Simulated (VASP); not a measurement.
In:

```xyz
3
Lattice="4.1776 0.0000 0.0000 0.0000 4.1776 0.0000 0.0000 0.0000 4.1776" Properties=species:S:1:pos:R:3 pbc="T T T"
In    2.0888    0.0000    0.0000
In    0.0000    2.0888    0.0000
In    0.0000    0.0000    2.0888
```

The cell was built from a structure type or drawn by symmetry, and may not be a known phase.

```yaml
Program: VASP 6.6.1
Task: relaxation of cell and atoms
Functional: PBE
Potentials_or_basis: VASP PAW PBE potentials, release 64 (In_d)
Cutoff: 600 eV
k_mesh: 4 × 4 × 4
Occupations: gaussian, width 0.1 eV
Spin: no spin polarisation
```

At the start: pressure 11.8 GPa; volume 24.30 Å³/atom.

Task: How do energy, volume and symmetry change on relaxing?

Result: Over 3 steps the energy falls by 199.6 meV/atom and the volume is 30.85 Å³/atom (+26.9 %); space group Pm-3m (No. 221, to 0.1 Å) before and after.

Step by step:
| step | energy change (eV) | largest force (eV/Å) | pressure (GPa) | volume (Å³) |
| --- | --- | --- | --- | --- |
| 1 | 0.0000 | 0.0000 | 11.78 | 72.91 |
| 2 | -0.5979 | 0.0000 | -0.27 | 93.44 |
| 3 | -0.5987 | 0.0000 | 0.01 | 92.54 |

Final structure:
```
In
1.0
     4.52317    0.00000    0.00000
     0.00000    4.52317    0.00000
     0.00000    0.00000    4.52317
In
3
Cartesian
  2.2616 0.0000 0.0000
  0.0000 2.2616 0.0000
  0.0000 0.0000 2.2616
```

Caveat: the k points lie up to 0.35 Å⁻¹ apart in the final cell, too coarse for converged energies and pressures of a metal; the volume moved by over 15 % at a fixed basis, so the end points are rough.
